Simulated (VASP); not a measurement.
# Ag (Fm-3m) in VASP: notebook

Runs on Ag. Level: r2SCAN. Tasks: single point, relaxation of volume and atoms at fixed shape.

Everything below comes from runs of VASP 6.6.1. Logs are shortened: lines on timing, memory, paths and dates and some standing lists are left out, and cuts for length are marked.

## Step 1: The cell of the first run

The structure is cubic, space group Fm-3m (No. 225). The conventional cell has a = 4.105 Å, b = 4.105 Å, c = 4.105 Å, α = 90.00°, β = 90.00°, γ = 90.00°. Ag (site symmetry m-3m) has 12 Ag at 2.90 Å within 3.8 Å.

## Step 2: Single point, r2SCAN

Contents of POSCAR:

```
Ag
1.0
    0.0000000000      2.0525615408      2.0525615408
    2.0525615408      0.0000000000      2.0525615408
    2.0525615408      2.0525615408      0.0000000000
Ag
1
Direct
    0.0000000000      0.0000000000      0.0000000000
```

Contents of INCAR.step1:

```
SYSTEM = Ag
PREC = Accurate ; ENCUT = 550
ISMEAR = -1 ; SIGMA = 0.1
LREAL = .FALSE. ; LASPH = .TRUE.
NELM = 120 ; NBANDS = 12
GGA = PE ; ALGO = Normal
EDIFF = 1E-5 ; LWAVE = .TRUE.
LCHARG = .FALSE. ; GGA_COMPAT = .FALSE.
```

Contents of INCAR.step2:

```
SYSTEM = Ag
PREC = Accurate ; ENCUT = 550
EDIFF = 1E-6 ; ISMEAR = -1
SIGMA = 0.1 ; LREAL = .FALSE.
LASPH = .TRUE. ; NELM = 120
ALGO = Normal ; ISIF = 2
LWAVE = .FALSE. ; LCHARG = .FALSE.
METAGGA = R2SCAN ; LMIXTAU = .TRUE.
NBANDS = 12 ; ISTART = 1
GGA_COMPAT = .FALSE.
```

Contents of KPOINTS:

```
regular mesh
0
G
  17 17 17
  0 0 0
```

Potentials or basis: VASP PAW PBE potentials, release 64 (Ag).

Started as:

```bash
cat potpaw_PBE.64/Ag/POTCAR > POTCAR
cp INCAR.step1 INCAR
mpirun -np 1 vasp_std > vasp.out
cp INCAR.step2 INCAR
mpirun -np 1 vasp_std > vasp.out
```

OUTCAR:

```text
SYSTEM = Ag
   PREC = Accurate
   ENCUT = 550
   EDIFF = 1E-6
   ISMEAR = -1
   LREAL = .FALSE.
   LASPH = .TRUE.
   NELM = 120
   ISIF = 2
   METAGGA = R2SCAN
   ISTART = 1

 ion  position               nearest neighbor table
   1  0.000  0.000  0.000-

  LATTYP: Found a face centered cubic cell.
 ALAT       =     4.1051230816

  Lattice vectors:

 A1 = (   0.0000000000,   2.0525615408,   2.0525615408)
 A2 = (   2.0525615408,   0.0000000000,   2.0525615408)
 A3 = (   2.0525615408,   2.0525615408,   0.0000000000)

Analysis of symmetry for initial positions (statically):
=====================================================================
 Subroutine PRICEL returns:
 Original cell was already a primitive cell.

 Routine SETGRP: Setting up the symmetry group for a
 face centered cubic supercell.

 Subroutine GETGRP returns: Found 48 space group operations
 (whereof 48 operations were pure point group operations)
 out of a pool of 48 trial point group operations.

The static configuration has the point symmetry O_h .

Analysis of symmetry for dynamics (positions and initial velocities):
=====================================================================
 Subroutine PRICEL returns:
 Original cell was already a primitive cell.

 Routine SETGRP: Setting up the symmetry group for a
 face centered cubic supercell.

 Subroutine GETGRP returns: Found 48 space group operations
 (whereof 48 operations were pure point group operations)
 out of a pool of 48 trial point group operations.

The dynamic configuration has the point symmetry O_h .

 Subroutine INISYM returns: Found 48 space group operations
 (whereof 48 operations are pure point group operations),
 and found     1 'primitive' translations

----------------------------------------------------------------------------------------

                                     Primitive cell

  volume of cell :      17.2949

  direct lattice vectors                    reciprocal lattice vectors
     0.000000000  2.052561541  2.052561541    -0.243598055  0.243598055  0.243598055
     2.052561541  0.000000000  2.052561541     0.243598055 -0.243598055  0.243598055
     2.052561541  2.052561541  0.000000000     0.243598055  0.243598055 -0.243598055

  length of vectors
     2.902760369  2.902760369  2.902760369     0.421924209  0.421924209  0.421924209

  position of ions in fractional coordinates (direct lattice)
     0.000000000  0.000000000  0.000000000

  ion indices of the primitive-cell ions
   primitive index   ion index
                 1           1

----------------------------------------------------------------------------------------

 KPOINTS: regular mesh

Automatic generation of k-mesh.
 Grid dimensions read from file:
 generate k-points for:   17   17   17

 Generating k-lattice:

  Cartesian coordinates                     Fractional coordinates (reciprocal lattice)
    -0.014329297  0.014329297  0.014329297     0.058823529  0.000000000  0.000000000
     0.014329297 -0.014329297  0.014329297     0.000000000  0.058823529  0.000000000
     0.014329297  0.014329297 -0.014329297     0.000000000  0.000000000  0.058823529

  Length of vectors
     0.024819071  0.024819071  0.024819071

  Shift w.r.t. Gamma in fractional coordinates (k-lattice)
     0.000000000  0.000000000  0.000000000

 Subroutine IBZKPT returns following result:
 ===========================================

 Found    165 irreducible k-points:

 Following reciprocal coordinates:
            Coordinates               Weight
  0.000000  0.000000  0.000000      1.000000
  0.058824  0.000000  0.000000      8.000000
  0.117647  0.000000  0.000000      8.000000
  0.176471  0.000000  0.000000      8.000000
  0.235294  0.000000  0.000000      8.000000
  0.294118  0.000000  0.000000      8.000000
[... 16 lines left out ...]
 -0.176471  0.058824  0.000000     24.000000
 -0.117647  0.058824  0.000000     24.000000
 [... further k-points ...]
   k-points           NKPTS =    165   k-points in BZ     NKDIM =    165   number of bands    NBANDS=     12
   number of dos      NEDOS =    301   number of ions     NIONS =      1
   total plane-waves  NPLWV =  13824
   dimension x,y,z NGX =    24 NGY =   24 NGZ =   24
   dimension x,y,z NGXF=    48 NGYF=   48 NGZF=   48
   ions per type =               1
   NGX,Y,Z   is equivalent  to a cutoff of  13.75, 13.75, 13.75 a.u.
   NGXF,Y,Z  is equivalent  to a cutoff of  27.49, 27.49, 27.49 a.u.
 SYSTEM =  Ag
   PREC   = accura    normal or accurate (medium, high low for compatibility)
   ISTART =      1    job   : 0-new  1-cont  2-samecut
   ICHARG =      0    charge: 1-file 2-atom 10-const
   ISPIN  =      1    spin polarized calculation?
   LNONCOLLINEAR =      F non collinear calculations
   LSORBIT =      F    spin-orbit coupling
   LASPH  =      T    aspherical Exc in radial PAW
   ENCUT  =  550.0 eV  40.42 Ry    6.36 a.u.   5.55  5.55  5.55*2*pi/ulx,y,z
   NELM   =    120;   NELMIN=  2; NELMDL=  0     # of ELM steps
   EDIFF  = 0.1E-05   stopping-criterion for ELM
   LREAL  =      F    real-space projection
   EDIFFG = 0.1E-04   stopping-criterion for IOM
   NSW    =      0    number of steps for IOM
   IBRION =     -1    ionic relax: 0-MD 1-quasi-New 2-CG
   NFREE  =      0    steps in history (QN), initial steepest desc. (CG)
   ISIF   =      2    stress and relaxation
   ISYM   =      2    0-nonsym 1-usesym 2-fastsym
   POTIM  = 0.5000    time-step for ionic-motion
   TEBEG  =    0.0;   TEEND  =   0.0 temperature during run
   PSTRESS=    0.0 pullay stress
   NELECT =      11.0000    total number of electrons
   NUPDOWN=      -1.0000    fix difference up-down
   EMIN   =  10.00;   EMAX   =-10.00  energy-range for DOS
   EFERMI =   0.00;   METHOD = LEGACY
   ISMEAR =    -1;   SIGMA  =   0.10  broadening in eV -4-tet -1-fermi 0-gaus
   EFERMI_NEDOS =   21; number of points for ismear=-14 and -15
   IALGO  =     38    algorithm
   IMIX   =      4    mixing-type and parameters
     AMIX     =   0.40;   BMIX     =  1.00
     AMIX_MAG =   1.60;   BMIX_MAG =  1.00
  volume/ion in A,a.u.               =      17.29       116.71
  Fermi-wavevector in a.u.,A,eV,Ry     =   1.407882  2.660511 26.968533  1.982131
  Thomas-Fermi vector in A             =   2.530096
   LORBIT       =      0    0 simple, 1 ext, 2 COOP (PROOUT), +10 PAW based schemes
   METAGGA = R2SCAN    functional components
   LHFCALC =     F    Hartree Fock is set to
   AEXX    =    0.0000 exact exchange contribution
   IVDW    =     0    specifies the selected vdW correction
   LEPSILON=     F    determine dielectric tensor
   LRPA    =     F    only Hartree local field effects (RPA)
 non-spin polarized calculation
  energy-cutoff  :      550.00
  volume of cell :       17.29
 maximum number of plane-waves:       531
   NGX = 11   NGY = 11   NGZ = 11

 number of electron      10.9999999 magnetization

 Free energy of the ion-electron system (eV)
  ---------------------------------------------------
  ext. energy  EPLUGINS =         0.00000000
  ---------------------------------------------------
  free energy    TOTEN  =       -21.35888292 eV

  energy without entropy =      -21.34803672  energy(sigma->0) =      -21.35345982

 E-fermi :   8.3204     XC(G=0): -12.8698

 val. band max:        8.2999563442   @ k =  -0.3529   0.1765   0.0000
 cond. band min:       8.3267309442   @ k =  -0.2941   0.2353   0.0588
 fundamental gap:      0.0267745999
 Fermi energy:         8.3204410691

 k-point     1 :       0.0000    0.0000    0.0000
  band No.  band energies     occupation
      1       0.3849      2.00000
      2       3.1471      2.00000
      3       3.1471      2.00000
      4       3.1471      2.00000
      5       4.1653      2.00000
      6       4.1653      2.00000
      7      24.8529      0.00000
      8      28.4934      0.00000
      9      28.4934      0.00000
     10      28.4934      0.00000
     11      33.4210      0.00000
     12      34.3753      0.00000

 k-point     2 :       0.0588    0.0000    0.0000
  band No.  band energies     occupation
      1       0.4956      2.00000
      2       3.1226      2.00000
      3       3.1773      2.00000
      4       3.1773      2.00000
      5       4.1539      2.00000
      6       4.1539      2.00000
      7      24.8626      0.00000
      8      27.5270      0.00000
      9      28.5286      0.00000
     10      28.5286      0.00000
     11      33.4370      0.00000
     12      34.2706      0.00000

 k-point     3 :       0.1176    0.0000    0.0000
  band No.  band energies     occupation
      1       0.8121      2.00000
      2       3.0703      2.00000
      3       3.2540      2.00000
      4       3.2540      2.00000
      5       4.1336      2.00000
      6       4.1336      2.00000
      7      24.4323      0.00000
      8      26.0826      0.00000
      9      28.6062      0.00000
     10      28.6062      0.00000
     11      32.5214      0.00000
     12      33.8774      0.00000
[... 286 lines left out ...]
 k-point    23 :      -0.1765    0.0588    0.0000
  band No.  band energies     occupation
      1       1.5061      2.00000
      2       3.0198      2.00000
      3       3.3869      2.00000
      4       3.4004      2.00000
      5       4.0324      2.00000
      6       4.3443      2.00000
      7      21.8994      0.00000
      8      25.1391      0.00000
      9      27.6915      0.00000
     10      30.0144      0.00000
     11      30.6523      0.00000
     12      32.5613      0.00000

 k-point    24 :      -0.1176    0.0588    0.0000
  band No.  band energies     occupation
      1       1.0463      2.00000
      2       3.0028      2.00000
      3       3.3070      2.00000
      4       3.3381      2.00000
      5       4.0351      2.00000
      6       4.2257      2.00000
      7      24.0218      0.00000
      8      25.4260      0.00000
      9      27.7323      0.00000
     10      29.5568      0.00000
     11      31.4572      0.00000
     12      33.8748      0.00000

 [... further k-points ...]

------------------------ aborting loop because EDIFF is reached ----------------------------------------

  FORCE on cell =-STRESS in cart. coord.  units (eV):
  Direction    XX          YY          ZZ          XY          YZ          ZX
  --------------------------------------------------------------------------------------
  -------------------------------------------------------------------------------------
  Total        0.0084001      0.0084001      0.0084001      0.0000000     -0.0000000      0.0000000
  in kB        0.7781708      0.7781708      0.7781708      0.0000000     -0.0000000      0.0000000
  external PRESSURE =       0.7781708 kB  Pullay stress =       0.0000000 kB

 VOLUME and BASIS-vectors are now :
 -----------------------------------------------------------------------------
  energy-cutoff  :      550.00
  volume of cell :       17.29
      direct lattice vectors                 reciprocal lattice vectors
     0.000000000  2.052561541  2.052561541    -0.243598055  0.243598055  0.243598055
     2.052561541  0.000000000  2.052561541     0.243598055 -0.243598055  0.243598055
     2.052561541  2.052561541  0.000000000     0.243598055  0.243598055 -0.243598055

 POSITION                                       TOTAL-FORCE (eV/Angst)
 -----------------------------------------------------------------------------------
      0.00000      0.00000      0.00000         0.000000      0.000000      0.000000
 -----------------------------------------------------------------------------------
    total drift:                               -0.000000      0.000000      0.000000

  FREE ENERGIE OF THE ION-ELECTRON SYSTEM (eV)
  ---------------------------------------------------
  free  energy   TOTEN  =       -21.3588829194 eV

  energy  without entropy=      -21.3480367197  energy(sigma->0) =      -21.35345982
```

Run time: 68 s. Hardware: 1 thread of Intel Xeon Platinum 8375C at 2.90GHz (Ice Lake), shared host; peak memory 0.17 GiB.

What came out:

- Free energy: -21.3589 eV
- Pressure: 0.1 GPa
- Band gap on the k mesh: zero (an odd number of electrons rules out a gap without spin polarisation)

Caveat: the PAW data sets were made with another functional, which shifts forces and pressure a little.

## Step 3: Relaxation of volume and atoms at fixed shape, r2SCAN

This run uses another cell than the first one, of 17.05 Å³/atom.

Contents of POSCAR:

```
Ag
1.0
    0.0000000000      2.0427500000      2.0427500000
    2.0427500000      0.0000000000      2.0427500000
    2.0427500000      2.0427500000      0.0000000000
Ag
1
Direct
    0.0000000000      0.0000000000      0.0000000000
```

Contents of INCAR.step1:

```
SYSTEM = Ag
ALGO = Normal ; EDIFF = 1E-5
EDIFFG = -0.005 ; ENCUT = 550
GGA = PE ; GGA_COMPAT = .FALSE.
IBRION = 2 ; ISIF = 3
ISMEAR = -1 ; LASPH = .TRUE.
LCHARG = .FALSE. ; LREAL = .FALSE.
LWAVE = .TRUE. ; NELM = 120
NELMIN = 4 ; NSW = 100
PREC = Accurate ; SIGMA = 0.1
```

Contents of INCAR.step2:

```
SYSTEM = Ag
ALGO = Normal ; EDIFF = 1E-7
EDIFFG = -0.03 ; ENCUT = 550
GGA_COMPAT = .FALSE. ; IBRION = 2
ISIF = 8 ; ISMEAR = -1
ISTART = 1 ; LASPH = .TRUE.
LCHARG = .FALSE. ; LMIXTAU = .TRUE.
LREAL = .FALSE. ; LWAVE = .FALSE.
METAGGA = R2SCAN ; NELM = 120
NELMIN = 4 ; NSW = 80
PREC = Accurate ; SIGMA = 0.1
```

Contents of KPOINTS:

```
k-points
0
G
  17 17 17
  0 0 0
```

Potentials or basis: VASP PAW PBE potentials, release 64 (Ag).

Started as:

```bash
cat potpaw_PBE.64/Ag/POTCAR > POTCAR
cp INCAR.step1 INCAR
mpirun -np 1 vasp_std > vasp.out
cp INCAR.step2 INCAR
mpirun -np 1 vasp_std > vasp.out
```

OUTCAR:

```text
SYSTEM = Ag
   EDIFF = 1E-7
   EDIFFG = -0.03
   ENCUT = 550
   IBRION = 2
   ISIF = 8
   ISMEAR = -1
   ISTART = 1
   LASPH = .TRUE.
   LREAL = .FALSE.
   METAGGA = R2SCAN
   NELM = 120
   NELMIN = 4
   NSW = 80
   PREC = Accurate

 ion  position               nearest neighbor table
   1  0.000  0.000  0.000-

  LATTYP: Found a face centered cubic cell.
 ALAT       =     4.0855000000

  Lattice vectors:

 A1 = (   0.0000000000,   2.0427500000,   2.0427500000)
 A2 = (   2.0427500000,   0.0000000000,   2.0427500000)
 A3 = (   2.0427500000,   2.0427500000,   0.0000000000)

Analysis of symmetry for initial positions (statically):
=====================================================================
 Subroutine PRICEL returns:
 Original cell was already a primitive cell.

 Routine SETGRP: Setting up the symmetry group for a
 face centered cubic supercell.

 Subroutine GETGRP returns: Found 48 space group operations
 (whereof 48 operations were pure point group operations)
[... 171 lines left out ...]
  Total        0.1730766      0.1730766      0.1730766      0.0000000      0.0000000     -0.0000000
  in kB       16.2657167     16.2657167     16.2657167      0.0000000      0.0000000     -0.0000000
  external PRESSURE =      16.2657167 kB  Pullay stress =       0.0000000 kB
[... 57 lines left out ...]
--------------------------------------- Ionic step        3  -------------------------------------------

 number of electron      10.9999999 magnetization

 Free energy of the ion-electron system (eV)
  ---------------------------------------------------
  ext. energy  EPLUGINS =         0.00000000
  ---------------------------------------------------
  free energy    TOTEN  =       -21.35872433 eV

  energy without entropy =      -21.34787485  energy(sigma->0) =      -21.35329959

 E-fermi :   8.3124     XC(G=0): -12.8659

 val. band max:        8.2917476766   @ k =  -0.3529   0.1765   0.0000
 cond. band min:       8.3183609010   @ k =  -0.2941   0.2353   0.0588
 fundamental gap:      0.0266132244
 Fermi energy:         8.3124036057

 k-point     1 :       0.0000    0.0000    0.0000
  band No.  band energies     occupation
      1       0.3814      2.00000
      2       3.1414      2.00000
      3       3.1414      2.00000
      4       3.1414      2.00000
      5       4.1585      2.00000
      6       4.1585      2.00000
      7      24.8428      0.00000
      8      28.4806      0.00000
      9      28.4806      0.00000
[... 265 lines left out ...]
 k-point    24 :      -0.1176    0.0588    0.0000
  band No.  band energies     occupation
      1       1.0425      2.00000
      2       2.9973      2.00000
      3       3.3011      2.00000
      4       3.3322      2.00000
      5       4.0285      2.00000
      6       4.2189      2.00000
      7      24.0094      0.00000
      8      25.4141      0.00000
      9      27.7191      0.00000

 [... further k-points ...]

------------------------ aborting loop because EDIFF is reached ----------------------------------------

  FORCE on cell =-STRESS in cart. coord.  units (eV):
  Direction    XX          YY          ZZ          XY          YZ          ZX
  --------------------------------------------------------------------------------------
  -------------------------------------------------------------------------------------
  Total        0.0049583      0.0049583      0.0049583      0.0000000      0.0000000      0.0000000
  in kB        0.4590633      0.4590633      0.4590633      0.0000000      0.0000000      0.0000000
  external PRESSURE =       0.4590633 kB  Pullay stress =       0.0000000 kB
[... 16 lines left out ...]
  FREE ENERGIE OF THE ION-ELECTRON SYSTEM (eV)
  ---------------------------------------------------
  free  energy   TOTEN  =       -21.3587243267 eV

  energy  without entropy=      -21.3478748512  energy(sigma->0) =      -21.35329959

 reached required accuracy - stopping structural energy minimisation
```

OUTCAR.step1:

```text
SYSTEM = Ag
   EDIFF = 1E-5
   EDIFFG = -0.005
   ENCUT = 550
   GGA = PE
   IBRION = 2
   ISIF = 3
   ISMEAR = -1
   LASPH = .TRUE.
[... 680 lines left out ...]
  -------------------------------------------------------------------------------------
  Total        0.0044245      0.0044245      0.0044245      0.0000000      0.0000000      0.0000000
  in kB        0.3979986      0.3979986      0.3979986      0.0000000      0.0000000      0.0000000
  external PRESSURE =       0.3979986 kB  Pullay stress =       0.0000000 kB
[... 16 lines left out ...]
  FREE ENERGIE OF THE ION-ELECTRON SYSTEM (eV)
  ---------------------------------------------------
  free  energy   TOTEN  =        -2.7192606032 eV

  energy  without entropy=       -2.7079723910  energy(sigma->0) =       -2.71361650

 reached required accuracy - stopping structural energy minimisation
```

OSZICAR.step1:

```text
N       E                     dE             d eps       ncg     rms          rms(c)
DAV:   1     0.468571804214E+02    0.46857E+02   -0.59316E+03  3010   0.116E+03
DAV:   2    -0.256821887928E+01   -0.49425E+02   -0.47304E+02  3069   0.215E+02
DAV:   3    -0.296588034618E+01   -0.39766E+00   -0.39748E+00  3472   0.236E+01
[... 82 lines left out ...]
       N       E                     dE             d eps       ncg     rms          rms(c)
DAV:   1    -0.271926299523E+01   -0.27612E-05   -0.42567E-05  2797   0.803E-02    0.100E-02
DAV:   2    -0.271926094275E+01    0.20525E-05   -0.10361E-05  1485   0.349E-02    0.294E-03
DAV:   3    -0.271926079934E+01    0.14341E-06   -0.12575E-07  1485   0.406E-03    0.208E-03
DAV:   4    -0.271926060324E+01    0.19611E-06   -0.24079E-08  1485   0.183E-03
  14 F= -.27192606E+01 E0= -.27136165E+01  d E =-.106969E-05
```

It took 3.5 min on 1 thread of Intel Xeon Platinum 8375C at 2.90GHz (Ice Lake), shared host; peak memory 0.18 GiB.

Results:

* Free energy: -21.3587 eV
* Relaxed volume: 17.30 Å³/atom
* Relaxed cell: a = 2.903 Å, b = 2.903 Å, c = 2.903 Å, α = 60.00°, β = 60.00°, γ = 60.00°
* Space group after relaxing (to 0.1 Å): Fm-3m (No. 225)
* Energy gained by relaxing: 1.3 meV/atom
* Ionic steps: 3
* Pressure after relaxing: 0.0 GPa
* Band gap on the k mesh: zero (an odd number of electrons rules out a gap without spin polarisation)

The path:
| step | energy change (eV) | largest force (eV/Å) | pressure (GPa) | volume (Å³) |
| --- | --- | --- | --- | --- |
| 1 | 0.0000 | 0.0000 | 1.63 | 17.05 |
| 2 | -0.0007 | 0.0000 | -0.98 | 17.48 |
| 3 | -0.0013 | 0.0000 | 0.05 | 17.30 |

Final structure:
```
CELL_PARAMETERS angstrom
0.00000 2.05295 2.05295
2.05295 0.00000 2.05295
2.05295 2.05295 0.00000
ATOMIC_POSITIONS crystal
Ag 0.00000 0.00000 0.00000
```

Levels at points of the mesh, in eV from the Fermi level:
```
           k point  band 4  band 5  band 6  band 7  band 8  band 9
(0.00, 0.00, 0.00)   -5.17   -4.15   -4.15   16.53   20.17   20.17
```

Caveat: the PAW data sets were made with another functional, which shifts forces and pressure a little.
